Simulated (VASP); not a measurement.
# GaAs (gallium arsenide) (F-43m) in VASP: further runs

GaAs (gallium arsenide) is run at these levels: r2SCAN; tasks: single point, relaxation of cell and atoms.

Program: VASP 6.6.1. These are calculated values, not measurements. Logs are shortened: lines on timing, memory, paths and dates and some standing lists are left out, and cuts for length are marked.

## Step 1: The cell of the first run

Symmetry: F-43m, No. 216, cubic system. Conventional cell: a = 5.667 Å, b = 5.667 Å, c = 5.667 Å, α = 90.00°, β = 90.00°, γ = 90.00°. Ga (site symmetry -43m) has 4 As at 2.45 Å within 3.2 Å. Within 3.2 Å of As (site symmetry -43m) lie 4 Ga at 2.45 Å.

## Step 2: Single point, r2SCAN

POSCAR reads:

```
GaAs
1.0
    0.0000000000      2.8334348476      2.8334348476
    2.8334348476      0.0000000000      2.8334348476
    2.8334348476      2.8334348476      0.0000000000
Ga As
1 1
Direct
    0.0000000000      0.0000000000      0.0000000000
    0.2500000000      0.2500000000      0.2500000000
```

INCAR.step1 reads:

```
SYSTEM = GaAs
  ALGO = Normal
  EDIFF = 1E-4
  ENCUT = 520
  GGA = PE
  ISMEAR = 0
  LASPH = .TRUE.
  LCHARG = .FALSE.
  LREAL = .FALSE.
  LWAVE = .TRUE.
  NBANDS = 16
  NELM = 80
  PREC = Accurate
  SIGMA = 0.01
```

INCAR.step2 reads:

```
SYSTEM = GaAs
  ALGO = Normal
  EDIFF = 1E-6
  ENCUT = 520
  ISIF = 2
  ISMEAR = 0
  ISTART = 1
  LASPH = .TRUE.
  LCHARG = .FALSE.
  LMIXTAU = .TRUE.
  LREAL = .FALSE.
  LWAVE = .FALSE.
  METAGGA = R2SCAN
  NBANDS = 16
  NELM = 80
  PREC = Accurate
  SIGMA = 0.01
```

KPOINTS reads:

```
k-points
0
G
  12 12 12
  0 0 0
```

Potentials or basis: VASP PAW PBE potentials, release 64 (Ga_d, As).

On the command line:

```
cat potpaw_PBE.64/Ga_d/POTCAR potpaw_PBE.64/As/POTCAR > POTCAR
cp INCAR.step1 INCAR
mpirun -np 1 vasp_std > vasp.out
cp INCAR.step2 INCAR
mpirun -np 1 vasp_std > vasp.out
```

OUTCAR:

```text
SYSTEM = GaAs
   EDIFF = 1E-6
   ENCUT = 520
   ISIF = 2
   ISMEAR = 0
   ISTART = 1
   LASPH = .TRUE.
   LREAL = .FALSE.
   METAGGA = R2SCAN
   NELM = 80
   PREC = Accurate

 ion  position               nearest neighbor table
   1  0.000  0.000  0.000-   2 2.45   2 2.45   2 2.45   2 2.45
   2  0.250  0.250  0.250-   1 2.45   1 2.45   1 2.45   1 2.45

  LATTYP: Found a face centered cubic cell.
 ALAT       =     5.6668696952

  Lattice vectors:

 A1 = (   0.0000000000,   2.8334348476,   2.8334348476)
 A2 = (   2.8334348476,   0.0000000000,   2.8334348476)
 A3 = (   2.8334348476,   2.8334348476,   0.0000000000)

Analysis of symmetry for initial positions (statically):
=====================================================================
 Subroutine PRICEL returns:
 Original cell was already a primitive cell.

 Routine SETGRP: Setting up the symmetry group for a
 face centered cubic supercell.

 Subroutine GETGRP returns: Found 24 space group operations
 (whereof 24 operations were pure point group operations)
 out of a pool of 48 trial point group operations.

The static configuration has the point symmetry T_d .

Analysis of symmetry for dynamics (positions and initial velocities):
=====================================================================
 Subroutine PRICEL returns:
 Original cell was already a primitive cell.

 Routine SETGRP: Setting up the symmetry group for a
 face centered cubic supercell.

 Subroutine GETGRP returns: Found 24 space group operations
 (whereof 24 operations were pure point group operations)
 out of a pool of 48 trial point group operations.

The dynamic configuration has the point symmetry T_d .

 Subroutine INISYM returns: Found 24 space group operations
 (whereof 24 operations are pure point group operations),
 and found     1 'primitive' translations

----------------------------------------------------------------------------------------

                                     Primitive cell

  volume of cell :      45.4956

  direct lattice vectors                    reciprocal lattice vectors
     0.000000000  2.833434848  2.833434848    -0.176464266  0.176464266  0.176464266
     2.833434848  0.000000000  2.833434848     0.176464266 -0.176464266  0.176464266
     2.833434848  2.833434848  0.000000000     0.176464266  0.176464266 -0.176464266

  length of vectors
     4.007081990  4.007081990  4.007081990     0.305645074  0.305645074  0.305645074

  position of ions in fractional coordinates (direct lattice)
     0.000000000  0.000000000  0.000000000
     0.250000000  0.250000000  0.250000000

  ion indices of the primitive-cell ions
   primitive index   ion index
                 1           1
                 2           2

----------------------------------------------------------------------------------------

 KPOINTS: k-points

Automatic generation of k-mesh.
 Grid dimensions read from file:
 generate k-points for:   12   12   12

 Generating k-lattice:

  Cartesian coordinates                     Fractional coordinates (reciprocal lattice)
    -0.014705355  0.014705355  0.014705355     0.083333333  0.000000000  0.000000000
     0.014705355 -0.014705355  0.014705355     0.000000000  0.083333333  0.000000000
     0.014705355  0.014705355 -0.014705355     0.000000000  0.000000000  0.083333333

  Length of vectors
     0.025470423  0.025470423  0.025470423

  Shift w.r.t. Gamma in fractional coordinates (k-lattice)
     0.000000000  0.000000000  0.000000000

 Subroutine IBZKPT returns following result:
 ===========================================

 Found     72 irreducible k-points:

 Following reciprocal coordinates:
            Coordinates               Weight
  0.000000  0.000000  0.000000      1.000000
  0.083333  0.000000  0.000000      8.000000
  0.166667  0.000000  0.000000      8.000000
  0.250000  0.000000  0.000000      8.000000
  0.333333  0.000000  0.000000      8.000000
  0.416667  0.000000  0.000000      8.000000
[... 16 lines left out ...]
  0.500000  0.166667  0.000000     24.000000
 -0.416667  0.166667  0.000000     24.000000
 [... further k-points ...]
   k-points           NKPTS =     72   k-points in BZ     NKDIM =     72   number of bands    NBANDS=     16
   number of dos      NEDOS =    301   number of ions     NIONS =      2
   total plane-waves  NPLWV =  27000
   dimension x,y,z NGX =    30 NGY =   30 NGZ =   30
   dimension x,y,z NGXF=    60 NGYF=   60 NGZF=   60
   ions per type =               1   1
   NGX,Y,Z   is equivalent  to a cutoff of  12.45, 12.45, 12.45 a.u.
   NGXF,Y,Z  is equivalent  to a cutoff of  24.89, 24.89, 24.89 a.u.
 SYSTEM =  GaAs
   PREC   = accura    normal or accurate (medium, high low for compatibility)
   ISTART =      1    job   : 0-new  1-cont  2-samecut
   ICHARG =      0    charge: 1-file 2-atom 10-const
   ISPIN  =      1    spin polarized calculation?
   LNONCOLLINEAR =      F non collinear calculations
   LSORBIT =      F    spin-orbit coupling
   LASPH  =      T    aspherical Exc in radial PAW
   ENCUT  =  520.0 eV  38.22 Ry    6.18 a.u.   7.45  7.45  7.45*2*pi/ulx,y,z
   NELM   =     80;   NELMIN=  2; NELMDL=  0     # of ELM steps
   EDIFF  = 0.1E-05   stopping-criterion for ELM
   LREAL  =      F    real-space projection
   EDIFFG = 0.1E-04   stopping-criterion for IOM
   NSW    =      0    number of steps for IOM
   IBRION =     -1    ionic relax: 0-MD 1-quasi-New 2-CG
   NFREE  =      0    steps in history (QN), initial steepest desc. (CG)
   ISIF   =      2    stress and relaxation
   ISYM   =      2    0-nonsym 1-usesym 2-fastsym
   POTIM  = 0.5000    time-step for ionic-motion
   TEBEG  =    0.0;   TEEND  =   0.0 temperature during run
   PSTRESS=    0.0 pullay stress
   NELECT =      18.0000    total number of electrons
   NUPDOWN=      -1.0000    fix difference up-down
   EMIN   =  10.00;   EMAX   =-10.00  energy-range for DOS
   EFERMI =   0.00;   METHOD = LEGACY
   ISMEAR =     0;   SIGMA  =   0.01  broadening in eV -4-tet -1-fermi 0-gaus
   EFERMI_NEDOS =   21; number of points for ismear=-14 and -15
   IALGO  =     38    algorithm
   IMIX   =      4    mixing-type and parameters
     AMIX     =   0.40;   BMIX     =  1.00
     AMIX_MAG =   1.60;   BMIX_MAG =  1.00
  volume/ion in A,a.u.               =      22.75       153.51
  Fermi-wavevector in a.u.,A,eV,Ry     =   1.201828  2.271126 19.652137  1.444391
  Thomas-Fermi vector in A             =   2.337626
   LORBIT       =      0    0 simple, 1 ext, 2 COOP (PROOUT), +10 PAW based schemes
   METAGGA = R2SCAN    functional components
   LHFCALC =     F    Hartree Fock is set to
   AEXX    =    0.0000 exact exchange contribution
   IVDW    =     0    specifies the selected vdW correction
   LEPSILON=     F    determine dielectric tensor
   LRPA    =     F    only Hartree local field effects (RPA)
 non-spin polarized calculation
 Gauss-broadening in eV      SIGMA  =   0.01
  energy-cutoff  :      520.00
  volume of cell :       45.50
 maximum number of plane-waves:      1245
 NGX is ok and might be reduce to    30
   NGX = 15   NGY = 15   NGZ = 15

 number of electron      17.9999990 magnetization

 Free energy of the ion-electron system (eV)
  ---------------------------------------------------
  ext. energy  EPLUGINS =         0.00000000
  ---------------------------------------------------
  free energy    TOTEN  =       -27.05680967 eV

  energy without entropy =      -27.05680967  energy(sigma->0) =      -27.05680967

 E-fermi :   3.6899     XC(G=0): -10.2225

 val. band max:        3.6119413796   @ k =   0.0000   0.0000   0.0000
 cond. band min:       4.5526543291   @ k =   0.0000   0.0000   0.0000
 fundamental gap:      0.9407129495
 Fermi energy:         3.6898998613

 k-point     1 :       0.0000    0.0000    0.0000
  band No.  band energies     occupation
      1     -11.6090      2.00000
      2     -11.6090      2.00000
      3     -11.6090      2.00000
      4     -11.5213      2.00000
      5     -11.5213      2.00000
      6      -9.5469      2.00000
[... 8 lines left out ...]
     15      14.2276      0.00000
     16      14.2276      0.00000

 k-point     2 :       0.0833    0.0000    0.0000
  band No.  band energies     occupation
      1     -11.6159      2.00000
      2     -11.6073      2.00000
      3     -11.6072      2.00000
      4     -11.5214      2.00000
      5     -11.5214      2.00000
      6      -9.4614      2.00000
[... 8 lines left out ...]
     15      13.7157      0.00000
     16      13.7157      0.00000

 k-point     3 :       0.1667    0.0000    0.0000
  band No.  band energies     occupation
      1     -11.6338      2.00000
      2     -11.6027      2.00000
      3     -11.6027      2.00000
      4     -11.5214      2.00000
      5     -11.5214      2.00000
      6      -9.2128      2.00000
[... 8 lines left out ...]
     15      13.1681      0.00000
     16      13.1936      0.00000

 k-point     4 :       0.2500    0.0000    0.0000
  band No.  band energies     occupation
      1     -11.6560      2.00000
      2     -11.5971      2.00000
      3     -11.5971      2.00000
      4     -11.5209      2.00000
      5     -11.5209      2.00000
      6      -8.8260      2.00000
[... 8 lines left out ...]
     15      13.1573      0.00000
     16      13.2001      0.00000

 k-point     5 :       0.3333    0.0000    0.0000
  band No.  band energies     occupation
      1     -11.6762      2.00000
      2     -11.5922      2.00000
      3     -11.5922      2.00000
      4     -11.5197      2.00000
      5     -11.5197      2.00000
      6      -8.3541      2.00000
[... 8 lines left out ...]
     15      13.8246      0.00000
     16      13.8247      0.00000

 k-point     6 :       0.4167    0.0000    0.0000
  band No.  band energies     occupation
      1     -11.6901      2.00000
      2     -11.5891      2.00000
      3     -11.5891      2.00000
      4     -11.5182      2.00000
      5     -11.5182      2.00000
      6      -7.9136      2.00000
[... 8 lines left out ...]
     15      15.0249      0.00000
     16      15.0250      0.00000

 k-point     7 :       0.5000    0.0000    0.0000
  band No.  band energies     occupation
      1     -11.6950      2.00000
      2     -11.5882      2.00000
      3     -11.5881      2.00000
      4     -11.5175      2.00000
      5     -11.5175      2.00000
      6      -7.7176      2.00000
[... 8 lines left out ...]
     15      16.1420      0.00000
     16      16.1420      0.00000

 k-point     8 :       0.0833    0.0833    0.0000
  band No.  band energies     occupation
      1     -11.6200      2.00000
      2     -11.6057      2.00000
      3     -11.6057      2.00000
      4     -11.5226      2.00000
      5     -11.5204      2.00000
      6      -9.4330      2.00000
[... 8 lines left out ...]
     15      12.9837      0.00000
     16      14.3448      0.00000

 k-point     9 :       0.1667    0.0833    0.0000
  band No.  band energies     occupation
      1     -11.6344      2.00000
      2     -11.6020      2.00000
      3     -11.6012      2.00000
      4     -11.5239      2.00000
      5     -11.5196      2.00000
      6      -9.2387      2.00000
[... 8 lines left out ...]
     15      13.3203      0.00000
     16      14.0689      0.00000
[... 172 lines left out ...]
 k-point    19 :       0.1667    0.1667    0.0000
  band No.  band energies     occupation
      1     -11.6467      2.00000
      2     -11.5966      2.00000
      3     -11.5965      2.00000
      4     -11.5267      2.00000
      5     -11.5179      2.00000
      6      -9.1014      2.00000
[... 8 lines left out ...]
     15      13.9193      0.00000
     16      14.6957      0.00000

 k-point    20 :       0.2500    0.1667    0.0000
  band No.  band energies     occupation
      1     -11.6632      2.00000
      2     -11.5913      2.00000
      3     -11.5904      2.00000
      4     -11.5290      2.00000
      5     -11.5165      2.00000
      6      -8.8131      2.00000
[... 8 lines left out ...]
     15      14.7446      0.00000
     16      14.8034      0.00000

 k-point    21 :       0.3333    0.1667    0.0000
  band No.  band energies     occupation
      1     -11.6797      2.00000
      2     -11.5873      2.00000
      3     -11.5848      2.00000
      4     -11.5296      2.00000
      5     -11.5154      2.00000
      6      -8.4050      2.00000
[... 8 lines left out ...]
     15      15.0354      0.00000
     16      15.1033      0.00000

 k-point    22 :       0.4167    0.1667    0.0000
  band No.  band energies     occupation
      1     -11.6927      2.00000
      2     -11.5847      2.00000
      3     -11.5811      2.00000
      4     -11.5281      2.00000
      5     -11.5150      2.00000
      6      -7.9459      2.00000
[... 8 lines left out ...]
     15      15.2151      0.00000
     16      16.0198      0.00000

 k-point    23 :       0.5000    0.1667    0.0000
  band No.  band energies     occupation
      1     -11.6999      2.00000
      2     -11.5836      2.00000
      3     -11.5797      2.00000
      4     -11.5252      2.00000
      5     -11.5159      2.00000
      6      -7.5811      2.00000
[... 8 lines left out ...]
     15      15.8975      0.00000
     16      16.1493      0.00000

 k-point    24 :      -0.4167    0.1667    0.0000
  band No.  band energies     occupation
      1     -11.7000      2.00000
      2     -11.5836      2.00000
      3     -11.5807      2.00000
      4     -11.5222      2.00000
      5     -11.5185      2.00000
      6      -7.5222      2.00000
[... 8 lines left out ...]
     15      14.5652      0.00000
     16      15.4212      0.00000

 [... further k-points ...]
[... 5 lines left out ...]
  --------------------------------------------------------------------------------------
  -------------------------------------------------------------------------------------
  Total        0.0349942      0.0349942      0.0349942     -0.0000000     -0.0000000      0.0000000
  in kB        1.2323586      1.2323586      1.2323586     -0.0000000     -0.0000000      0.0000000
  external PRESSURE =       1.2323586 kB  Pullay stress =       0.0000000 kB

 VOLUME and BASIS-vectors are now :
 -----------------------------------------------------------------------------
  energy-cutoff  :      520.00
  volume of cell :       45.50
      direct lattice vectors                 reciprocal lattice vectors
     0.000000000  2.833434848  2.833434848    -0.176464266  0.176464266  0.176464266
     2.833434848  0.000000000  2.833434848     0.176464266 -0.176464266  0.176464266
     2.833434848  2.833434848  0.000000000     0.176464266  0.176464266 -0.176464266

 POSITION                                       TOTAL-FORCE (eV/Angst)
 -----------------------------------------------------------------------------------
      0.00000      0.00000      0.00000         0.000000      0.000000      0.000000
      1.41672      1.41672      1.41672        -0.000000     -0.000000     -0.000000
 -----------------------------------------------------------------------------------
    total drift:                                0.000001      0.000001      0.000001

  FREE ENERGIE OF THE ION-ELECTRON SYSTEM (eV)
  ---------------------------------------------------
  free  energy   TOTEN  =       -27.0568096740 eV

  energy  without entropy=      -27.0568096740  energy(sigma->0) =      -27.05680967
```

Wall time 94 s (1 thread of Intel Xeon 6975P-C (Granite Rapids), shared host); peak memory 0.2 GiB.

Results:

```yaml
Free_energy: -27.0568 eV
Pressure: 0.1 GPa
Band_gap_on_the_k_mesh: 0.94 eV, direct
```

Caveat: the PAW data sets were made with another functional, which shifts forces and pressure a little.

[end of part 1 of 2]
